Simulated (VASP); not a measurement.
# ZrS (I4mm) in VASP: further runs

Runs on ZrS. Level: PBEsol. Tasks: single point.

All numbers are computed with VASP 6.6.1; they aren't measurements. Logs are shortened: lines on timing, memory, paths and dates and some standing lists are left out, and cuts for length are marked.

### Step 1. The cell of the first run

The structure is tetragonal, space group I4mm (No. 107). The conventional cell has a = 3.712 Å, b = 3.712 Å, c = 5.250 Å, α = 90.00°, β = 90.00°, γ = 90.00°. Zr (site symmetry 4mm) has 6 S at 2.33 to 2.92 Å within 3.1 Å. Within 3.1 Å of S (site symmetry 4mm) lie 6 Zr at 2.33 to 2.92 Å.

### Step 2. Single point, PBEsol

File INCAR:

```
ALGO = Normal
EDIFF = 1E-6
ENCUT = 520
GGA = PS
ISIF = 2
ISMEAR = 0
LASPH = True
LCHARG = True
LELF = True
LREAL = False
LVHAR = True
LWAVE = False
NBANDS = 16
NELM = 80
PREC = Accurate
SIGMA = 0.15
```

File KPOINTS:

```
k-points
0
Gamma
  16 16 16
```

File POSCAR:

```
ZrS
1.0
    0.0000000000      2.6250000000      2.6250000000
    2.6250000000      0.0000000000      2.6250000000
    2.6250000000      2.6250000000      0.0000000000
Zr S
1 1
Direct
    0.0571428571      0.0571428571     -0.0571428571
    0.5000000000      0.5000000000      0.5000000000
```

Potentials or basis: VASP PAW PBE potentials, release 64 (Zr_sv, S).

On the command line:

```
$ cat potpaw_PBE.64/Zr_sv/POTCAR potpaw_PBE.64/S/POTCAR > POTCAR
$ mpirun -np 1 vasp_std > vasp.out
```

OUTCAR:

```text
EDIFF = 1E-6
   ENCUT = 520
   GGA = PS
   ISIF = 2
   ISMEAR = 0
   LASPH = True
   LREAL = False
   NELM = 80
   PREC = Accurate

 ion  position               nearest neighbor table
   1  0.057  0.057  0.943-   2 2.33   2 2.64   2 2.64   2 2.64   2 2.64   2 2.92
   2  0.500  0.500  0.500-   1 2.33   1 2.64   1 2.64   1 2.64   1 2.64   1 2.92

  LATTYP: Found a face centered cubic cell.
 ALAT       =     5.2500000000

  Lattice vectors:

 A1 = (   0.0000000000,   2.6250000000,   2.6250000000)
 A2 = (   2.6250000000,   0.0000000000,   2.6250000000)
 A3 = (   2.6250000000,   2.6250000000,   0.0000000000)

Analysis of symmetry for initial positions (statically):
=====================================================================
 Subroutine PRICEL returns:
 Original cell was already a primitive cell.

 Routine SETGRP: Setting up the symmetry group for a
 face centered cubic supercell.

 Subroutine GETGRP returns: Found  8 space group operations
 (whereof  8 operations were pure point group operations)
 out of a pool of 48 trial point group operations.

The static configuration has the point symmetry C_4v.

Analysis of symmetry for dynamics (positions and initial velocities):
=====================================================================
 Subroutine PRICEL returns:
 Original cell was already a primitive cell.

 Routine SETGRP: Setting up the symmetry group for a
 face centered cubic supercell.

 Subroutine GETGRP returns: Found  8 space group operations
 (whereof  8 operations were pure point group operations)
 out of a pool of 48 trial point group operations.

The dynamic configuration has the point symmetry C_4v.

 Subroutine INISYM returns: Found  8 space group operations
 (whereof  8 operations are pure point group operations),
 and found     1 'primitive' translations

----------------------------------------------------------------------------------------

                                     Primitive cell

  volume of cell :      36.1758

  direct lattice vectors                    reciprocal lattice vectors
     0.000000000  2.625000000  2.625000000    -0.190476190  0.190476190  0.190476190
     2.625000000  0.000000000  2.625000000     0.190476190 -0.190476190  0.190476190
     2.625000000  2.625000000  0.000000000     0.190476190  0.190476190 -0.190476190

  length of vectors
     3.712310601  3.712310601  3.712310601     0.329914440  0.329914440  0.329914440

  position of ions in fractional coordinates (direct lattice)
     0.057142857  0.057142857  0.942857143
     0.500000000  0.500000000  0.500000000

[... 72 lines left out ...]
   LSORBIT =      F    spin-orbit coupling
   LASPH  =      T    aspherical Exc in radial PAW
   ENCUT  =  520.0 eV  38.22 Ry    6.18 a.u.   6.90  6.90  6.90*2*pi/ulx,y,z
   NELM   =     80;   NELMIN=  2; NELMDL= -5     # of ELM steps
   EDIFF  = 0.1E-05   stopping-criterion for ELM
   LREAL  =      F    real-space projection
   EDIFFG = 0.1E-04   stopping-criterion for IOM
   NSW    =      0    number of steps for IOM
   IBRION =     -1    ionic relax: 0-MD 1-quasi-New 2-CG
   NFREE  =      0    steps in history (QN), initial steepest desc. (CG)
   ISIF   =      2    stress and relaxation
   ISYM   =      2    0-nonsym 1-usesym 2-fastsym
   POTIM  = 0.5000    time-step for ionic-motion
   TEBEG  =    0.0;   TEEND  =   0.0 temperature during run
   PSTRESS=    0.0 pullay stress
   NELECT =      18.0000    total number of electrons
   NUPDOWN=      -1.0000    fix difference up-down
   EMIN   =  10.00;   EMAX   =-10.00  energy-range for DOS
   EFERMI =   0.00;   METHOD = LEGACY
   ISMEAR =     0;   SIGMA  =   0.15  broadening in eV -4-tet -1-fermi 0-gaus
   EFERMI_NEDOS =   21; number of points for ismear=-14 and -15
   IALGO  =     38    algorithm
   IMIX   =      4    mixing-type and parameters
     AMIX     =   0.40;   BMIX     =  1.00
     AMIX_MAG =   1.60;   BMIX_MAG =  1.00
  volume/ion in A,a.u.               =      18.09       122.06
  Fermi-wavevector in a.u.,A,eV,Ry     =   1.297258  2.451462 22.896950  1.682878
  Thomas-Fermi vector in A             =   2.428662
   LORBIT       =      0    0 simple, 1 ext, 2 COOP (PROOUT), +10 PAW based schemes
   GGA     = PS    functional components
   LHFCALC =     F    Hartree Fock is set to
   AEXX    =    0.0000 exact exchange contribution
   IVDW    =     0    specifies the selected vdW correction
   LEPSILON=     F    determine dielectric tensor
   LRPA    =     F    only Hartree local field effects (RPA)
 non-spin polarized calculation
 Gauss-broadening in eV      SIGMA  =   0.15
  energy-cutoff  :      520.00
  volume of cell :       36.18
 maximum number of plane-waves:       992
   NGX = 13   NGY = 13   NGZ = 13

 number of electron      18.0000001 magnetization

 Free energy of the ion-electron system (eV)
  ---------------------------------------------------
  ext. energy  EPLUGINS =         0.00000000
  ---------------------------------------------------
  free energy    TOTEN  =       -16.21170337 eV

  energy without entropy =      -16.19705624  energy(sigma->0) =      -16.20437980

 E-fermi :  10.4750     XC(G=0): -11.4319

 val. band max:       10.4689310445   @ k =  -0.3750   0.1875   0.0625
 cond. band min:      10.4783116318   @ k =  -0.3750   0.0625   0.0000
 fundamental gap:      0.0093805874
 Fermi energy:        10.4750402535

 k-point     1 :       0.0000    0.0000    0.0000
  band No.  band energies     occupation
      1     -39.2139      2.00000
      2     -17.3051      2.00000
      3     -17.2089      2.00000
      4     -17.2089      2.00000
      5      -5.2048      2.00000
      6       6.4067      2.00000
[... 433 lines left out ...]
      3     -17.2997      2.00000
      4     -17.2463      2.00000
      5      -3.7234      2.00000
      6       2.6839      2.00000
[... 8 lines left out ...]
     15      17.6715      0.00000
     16      17.7069      0.00000

 [... further k-points ...]
[... 5 lines left out ...]
  --------------------------------------------------------------------------------------
  -------------------------------------------------------------------------------------
  Total       -1.6570525     -1.6570525      2.9045454      0.0000000      0.0000000      0.0000000
  in kB      -73.3886550    -73.3886550    128.6384607      0.0000000      0.0000000      0.0000000
  external PRESSURE =      -6.0462831 kB  Pullay stress =       0.0000000 kB

 VOLUME and BASIS-vectors are now :
 -----------------------------------------------------------------------------
  energy-cutoff  :      520.00
  volume of cell :       36.18
      direct lattice vectors                 reciprocal lattice vectors
     0.000000000  2.625000000  2.625000000    -0.190476190  0.190476190  0.190476190
     2.625000000  0.000000000  2.625000000     0.190476190 -0.190476190  0.190476190
     2.625000000  2.625000000  0.000000000     0.190476190  0.190476190 -0.190476190

 POSITION                                       TOTAL-FORCE (eV/Angst)
 -----------------------------------------------------------------------------------
      2.62500      2.62500      0.30000         0.000000      0.000000     -2.320760
      2.62500      2.62500      2.62500         0.000000      0.000000      2.320760
 -----------------------------------------------------------------------------------
    total drift:                                0.000000      0.000000     -0.000573

  FREE ENERGIE OF THE ION-ELECTRON SYSTEM (eV)
  ---------------------------------------------------
  free  energy   TOTEN  =       -16.2117033660 eV

  energy  without entropy=      -16.1970562439  energy(sigma->0) =      -16.20437980
```

OSZICAR:

```text
N       E                     dE             d eps       ncg     rms          rms(c)
DAV:   1     0.109865884147E+03    0.10987E+03   -0.89972E+03 11184   0.107E+03
DAV:   2    -0.108297651035E+02   -0.12070E+03   -0.11676E+03 14456   0.278E+02
DAV:   3    -0.170832132583E+02   -0.62534E+01   -0.62079E+01 20272   0.499E+01
DAV:   4    -0.171298260091E+02   -0.46613E-01   -0.46592E-01 13288   0.485E+00
DAV:   5    -0.171306015145E+02   -0.77551E-03   -0.77549E-03 15824   0.466E-01    0.167E+01
DAV:   6    -0.162549549390E+02    0.87565E+00   -0.18372E+00 14112   0.963E+00    0.761E+00
DAV:   7    -0.162169875170E+02    0.37967E-01   -0.20644E-01 16320   0.297E+00    0.293E+00
DAV:   8    -0.162121559739E+02    0.48315E-02   -0.27475E-02 13232   0.114E+00    0.347E-01
DAV:   9    -0.162116851729E+02    0.47080E-03   -0.21844E-03 14408   0.305E-01    0.198E-01
DAV:  10    -0.162117062619E+02   -0.21089E-04   -0.39544E-04 13976   0.187E-01    0.610E-02
DAV:  11    -0.162117035816E+02    0.26803E-05   -0.31127E-05 14168   0.514E-02    0.254E-02
DAV:  12    -0.162117033660E+02    0.21561E-06   -0.14612E-06 10976   0.988E-03
   1 F= -.16211703E+02 E0= -.16204380E+02  d E =-.146471E-01
```

stdout:

```text
POSCAR found type information on POSCAR ZrS
 POSCAR found :  2 types and       2 ions
 scaLAPACK will be used
 -----------------------------------------------------------------------------
|                                                                             |
|                                                                             |
|     You enforced a specific xc type in the INCAR file but a different       |
|     I HOPE YOU KNOW WHAT YOU ARE DOING!                                     |
|                                                                             |
 -----------------------------------------------------------------------------

 LDA part: xc-table for (Slater+PW92), standard interpolation
 POSCAR, INCAR and KPOINTS ok, starting setup
 FFT: planning ... GRIDC
 FFT: planning ... GRID_SOFT
 FFT: planning ... GRID
 WAVECAR not read
 entering main loop
```

Wall time 93 s (1 thread of Intel Xeon Platinum 8488C (Sapphire Rapids), shared host); peak memory 0.31 GiB.

What came out:

* Free energy: -16.2117 eV
* Pressure: -0.6 GPa
* Largest force: 2.321 eV/Å
* Band gap on the k mesh: zero (band 9 reaches 11.61 eV, above the bottom of band 10 at 9.46 eV)

Forces on the atoms (eV/Å):
```
Zr   0.000  0.000 -2.321
S    0.000  0.000  2.321
```

Caveat: the cell differs from its parent crystal (all Zr atoms moved -0.300 Å, as atom 1 towards its neighbour atom 2 (S) at 2.625 Å); the PAW data sets were made with another functional, which shifts forces and pressure a little.

### Step 3. Single point, PBEsol

File INCAR:

```
  PREC = Accurate
  ENCUT = 520
  EDIFF = 1E-7
  ISMEAR = 0
  SIGMA = 0.15
  LREAL = False
  LASPH = True
  NELM = 80
  ALGO = Normal
  ISIF = 2
  LWAVE = False
  LCHARG = False
  GGA = PS
  NBANDS = 16
```

File KPOINTS:

```
Automatic mesh
0
Gamma
  16 16 16
```

Edit POSCAR of step 2 so:

```diff
@@ -8,3 +8,3 @@
 Direct
-    0.0571428571      0.0571428571     -0.0571428571
+   -0.0428571429     -0.0428571429      0.0428571429
     0.5000000000      0.5000000000      0.5000000000
```

Potentials or basis: VASP PAW PBE potentials, release 64 (Zr_sv, S).

On the command line:

```
$ cat potpaw_PBE.64/Zr_sv/POTCAR potpaw_PBE.64/S/POTCAR > POTCAR
$ mpirun -np 1 vasp_std > vasp.out
```

Run time: 1.9 min. Hardware: 1 thread of Intel Xeon Platinum 8488C (Sapphire Rapids), shared host; peak memory 0.31 GiB.

The run converged. Its results:

| Quantity | Value |
| --- | --- |
| Free energy | -16.3510 eV |
| Pressure | -3.2 GPa |
| Largest force | 1.437 eV/Å |
| Band gap on the k mesh | zero (band 9 reaches 11.79 eV, above the bottom of band 10 at 9.42 eV) |

Forces on the atoms (eV/Å):
```
Zr   0.000  0.000  1.437
S    0.000  0.000 -1.437
```

Stress tensor (GPa, compression positive):
```
-6.95  0.00  0.00
 0.00 -6.95  0.00
 0.00  0.00  4.37
```

Levels at points of the mesh, in eV from the Fermi level:
```csv
k point,band 5,band 6,band 7,band 8,band 9,band 10,band 11,band 12,band 13,band 14
"(0.00, 0.00, 0.00)",-15.74,-3.88,-3.80,-3.80,-1.23,-0.86,-0.86,-0.56,0.07,1.79
"(0.50, 0.00, 0.00)",-14.21,-7.93,-5.87,-5.83,1.26,1.49,1.66,2.06,4.79,5.46
"(0.50, 0.50, 0.00)",-14.87,-6.09,-4.39,-4.39,-3.37,0.68,2.34,2.39,2.39,3.38
"(0.00, 0.50, 0.50)",-14.87,-6.20,-5.03,-4.45,-2.67,0.77,2.42,2.46,2.88,3.19
```

Caveat: the cell differs from its parent crystal (all Zr atoms moved +0.225 Å, as atom 1 towards its neighbour atom 2 (S) at 2.625 Å); the PAW data sets were made with another functional, which shifts forces and pressure a little.

(Part 1 of 2 ends here.)
